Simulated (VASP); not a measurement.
# SnO in VASP: single point with PBE+D3(BJ)

Aim: the single point of SnO with PBE+D3(BJ).

Everything below comes from runs of VASP 6.6.1. Logs are shortened: lines on timing, memory, paths and dates and some standing lists are left out, and cuts for length are marked.

## Step 1: The cell of the first run

The cell holds a slab with vacuum, 8 atoms: a = 3.820 Å, b = 3.820 Å, c = 22.226 Å, α = 90.00°, β = 90.00°, γ = 90.00°.

## Step 2: Single point, PBE+D3(BJ) (layers slid over each other)

File INCAR:

```
SYSTEM = SnO
PREC = Accurate ; ENCUT = 520
EDIFF = 1E-6 ; ISMEAR = 0
SIGMA = 0.05 ; LREAL = .False.
LASPH = .True. ; NELM = 60
ALGO = Normal ; ISIF = 2
LWAVE = .False. ; LCHARG = .False.
LDIPOL = .True. ; IDIPOL = 3
DIPOL = 0.5 0.5 0.401 ; GGA = PE
IVDW = 12 ; NBANDS = 50
```

File KPOINTS:

```
Automatic mesh
0
Gamma
  7 7 1
  0 0 0
```

File POSCAR:

```
SnO
1.0
    3.8201631401      0.0000000000      0.0000000000
    0.0000000000      3.8201631401      0.0000000000
    0.0000000000      0.0000000000     22.2260824966
Sn O
4 4
Direct
    0.7500000000      0.2500000000      0.2024648294
    0.2500000000      0.7500000000      0.3087832167
    0.3750000000      1.1250000000      0.4932511724
   -0.1250000000      1.6250000000      0.5995695597
    0.2500000000      0.2500000000      0.2556240230
    0.7500000000      0.7500000000      0.2556240230
   -0.1250000000      1.1250000000      0.5464103660
    0.3750000000      1.6250000000      0.5464103660
```

Potentials or basis: VASP PAW PBE potentials, release 64 (Sn_d, O).

Launch:

```console
$ cat potpaw_PBE.64/Sn_d/POTCAR potpaw_PBE.64/O/POTCAR > POTCAR
$ mpirun -np 1 vasp_std > vasp.out
```

OUTCAR:

```text
SYSTEM = SnO
   PREC = Accurate
   ENCUT = 520
   EDIFF = 1E-6
   ISMEAR = 0
   LREAL = .False.
   LASPH = .True.
   NELM = 60
   ISIF = 2
   GGA = PE
   IVDW = 12
 IVDW          = 12

 ion  position               nearest neighbor table
   1  0.750  0.250  0.202-   5 2.25   6 2.25   6 2.25   5 2.25   2 3.59   2 3.59   2 3.59   2 3.59

   2  0.250  0.750  0.309-   5 2.25   6 2.25   5 2.25   6 2.25   1 3.59   1 3.59   1 3.59   1 3.59

   3  0.375  0.125  0.493-   7 2.25   8 2.25   8 2.25   7 2.25   4 3.59   4 3.59   4 3.59   4 3.59

   4  0.875  0.625  0.600-   7 2.25   8 2.25   7 2.25   8 2.25   3 3.59   3 3.59   3 3.59   3 3.59

   5  0.250  0.250  0.256-   1 2.25   1 2.25   2 2.25   2 2.25
   6  0.750  0.750  0.256-   1 2.25   1 2.25   2 2.25   2 2.25
   7  0.875  0.125  0.546-   3 2.25   3 2.25   4 2.25   4 2.25
   8  0.375  0.625  0.546-   3 2.25   3 2.25   4 2.25   4 2.25

  LATTYP: Found a simple tetragonal cell.
 ALAT       =     3.8201631401
 C/A-ratio  =     5.8180977308

  Lattice vectors:

 A1 = (   3.8201631401,   0.0000000000,   0.0000000000)
 A2 = (   0.0000000000,   3.8201631401,   0.0000000000)
 A3 = (   0.0000000000,   0.0000000000,  22.2260824966)

Analysis of symmetry for initial positions (statically):
=====================================================================
 Subroutine PRICEL returns:
 Original cell was already a primitive cell.

 Routine SETGRP: Setting up the symmetry group for a
 simple tetragonal supercell.

 Subroutine GETGRP returns: Found  2 space group operations
 (whereof  1 operations were pure point group operations)
 out of a pool of 16 trial point group operations.

The static configuration has the point symmetry C_1 .
 The point group associated with its full space group is S_2 .

Analysis of symmetry for dynamics (positions and initial velocities):
=====================================================================
 Subroutine PRICEL returns:
 Original cell was already a primitive cell.

 Routine SETGRP: Setting up the symmetry group for a
 simple tetragonal supercell.

 Subroutine GETGRP returns: Found  2 space group operations
 (whereof  1 operations were pure point group operations)
 out of a pool of 16 trial point group operations.

The dynamic configuration has the point symmetry C_1 .
 The point group associated with its full space group is S_2 .

 Subroutine INISYM returns: Found  2 space group operations
 (whereof  1 operations are pure point group operations),
[... 119 lines left out ...]
   NUPDOWN=      -1.0000    fix difference up-down
   EMIN   =  10.00;   EMAX   =-10.00  energy-range for DOS
   EFERMI =   0.00;   METHOD = LEGACY
   ISMEAR =     0;   SIGMA  =   0.05  broadening in eV -4-tet -1-fermi 0-gaus
   EFERMI_NEDOS =   21; number of points for ismear=-14 and -15
   IALGO  =     38    algorithm
   IMIX   =      4    mixing-type and parameters
     AMIX     =   0.40;   BMIX     =  1.00
     AMIX_MAG =   1.60;   BMIX_MAG =  1.00
  volume/ion in A,a.u.               =      40.54       273.61
  Fermi-wavevector in a.u.,A,eV,Ry     =   1.026666  1.940118 14.341131  1.054043
  Thomas-Fermi vector in A             =   2.160571
   LORBIT       =      0    0 simple, 1 ext, 2 COOP (PROOUT), +10 PAW based schemes
   GGA     = PE    functional components
   LHFCALC =     F    Hartree Fock is set to
   AEXX    =    0.0000 exact exchange contribution
   IVDW    =    12    specifies the selected vdW correction
   LEPSILON=     F    determine dielectric tensor
   LRPA    =     F    only Hartree local field effects (RPA)
 non-spin polarized calculation
 Gauss-broadening in eV      SIGMA  =   0.05
  energy-cutoff  :      520.00
  volume of cell :      324.36
 maximum number of plane-waves:      8769
   NGX = 15   NGY = 15   NGZ = 83

 dipolmoment           0.000000      0.000000      0.000096 electrons x Angstroem

 number of electron      79.9999972 magnetization

 dipolmoment           0.000000      0.000000     -0.000012 electrons x Angstroem

 Free energy of the ion-electron system (eV)
  ---------------------------------------------------
  ext. energy  EPLUGINS =         0.00000000
  ---------------------------------------------------
  free energy    TOTEN  =       -45.16701525 eV

  energy without entropy =      -45.16701525  energy(sigma->0) =      -45.16701525

 E-fermi :   0.0625     XC(G=0):  -5.3135

 val. band max:       -0.1808440342   @ k =   0.1429   0.0000   0.0000
 cond. band min:       2.2598917339   @ k =   0.4286   0.0000   0.0000
 fundamental gap:      2.4407357681
 Fermi energy:         0.0624621004

 k-point     1 :       0.0000    0.0000    0.0000
  band No.  band energies     occupation
      1     -21.0537      2.00000
      2     -21.0536      2.00000
      3     -20.6931      2.00000
      4     -20.6931      2.00000
      5     -20.6557      2.00000
      6     -20.6554      2.00000
[... 1261 lines left out ...]
     49       6.1259      0.00000
     50       6.3945      0.00000

 [... further k-points ...]

------------------------ aborting loop because EDIFF is reached ----------------------------------------

 vacuum level on the upper side and lower side of the slab       (xc-potential included)        -0.214        -0.214

 Edisp (eV)   -1.24649

 E8    (eV) :    -0.5512

  FORCE on cell =-STRESS in cart. coord.  units (eV):
  Direction    XX          YY          ZZ          XY          YZ          ZX
  --------------------------------------------------------------------------------------
  -------------------------------------------------------------------------------------
  Total       0.18223     0.25343    -0.05783     0.01670     0.20230     0.13216
  in kB       0.90012     1.25182    -0.28568     0.08248     0.99926     0.65282
  external pressure =        0.62 kB  Pullay stress =        0.00 kB

 VOLUME and BASIS-vectors are now :
 -----------------------------------------------------------------------------
  energy-cutoff  :      520.00
  volume of cell :      324.36
      direct lattice vectors                 reciprocal lattice vectors
     3.820163140  0.000000000  0.000000000     0.261768925  0.000000000  0.000000000
     0.000000000  3.820163140  0.000000000     0.000000000  0.261768925  0.000000000
     0.000000000  0.000000000 22.226082497     0.000000000  0.000000000  0.044992184

 POSITION                                       TOTAL-FORCE (eV/Angst)
 -----------------------------------------------------------------------------------
      2.86512      0.95504      4.50000        -0.002528     -0.003842     -0.080231
      0.95504      2.86512      6.86304        -0.011413     -0.022385      0.123920
      1.43256      0.47752     10.96304         0.011413      0.022385     -0.123920
      3.34264      2.38760     13.32608         0.002528      0.003842      0.080231
      0.95504      0.95504      5.68152         0.005227     -0.019483      0.007350
      2.86512      2.86512      5.68152        -0.014867      0.007641      0.008189
      3.34264      0.47752     12.14456         0.014867     -0.007641     -0.008189
      1.43256      2.38760     12.14456        -0.005227      0.019483     -0.007350
 -----------------------------------------------------------------------------------
    total drift:                               -0.000000     -0.000000     -0.000551

  FREE ENERGIE OF THE ION-ELECTRON SYSTEM (eV)
  ---------------------------------------------------
  free  energy   TOTEN  =       -46.4135081118 eV

  energy  without entropy=      -46.4135081118  energy(sigma->0) =      -46.41350811

 vacuum level on the upper side and lower side of the slab         4.773         4.775
```

stdout:

```text
POSCAR found type information on POSCAR SnO
 POSCAR found :  2 types and       8 ions
 scaLAPACK will be used
 LDA part: xc-table for (Slater+PW92), standard interpolation
 POSCAR, INCAR and KPOINTS ok, starting setup
 FFT: planning ... GRIDC
 FFT: planning ... GRID_SOFT
 FFT: planning ... GRID
 WAVECAR not read
 entering main loop
```

It took 6.8 min on 1 thread of Intel Xeon Platinum 8488C (Sapphire Rapids), shared host; peak memory 0.51 GiB.

What came out:

- Free energy: -46.4135 eV
- Largest force: 0.126 eV/Å
- Band gap on the k mesh: 2.44 eV (least direct gap 2.55 eV)
- Dispersion energy per atom: -0.156 eV

Forces in eV/Å, atoms in the order of the input:
```
Sn  -0.003 -0.004 -0.080
Sn  -0.011 -0.022  0.124
Sn   0.011  0.022 -0.124
Sn   0.003  0.004  0.080
O    0.005 -0.019  0.007
O   -0.015  0.008  0.008
O    0.015 -0.008 -0.008
O   -0.005  0.019 -0.007
```

Caveat: the cell differs from its parent crystal (layers slid over each other); spin-orbit coupling is left out, which moves the levels of the heavy elements.
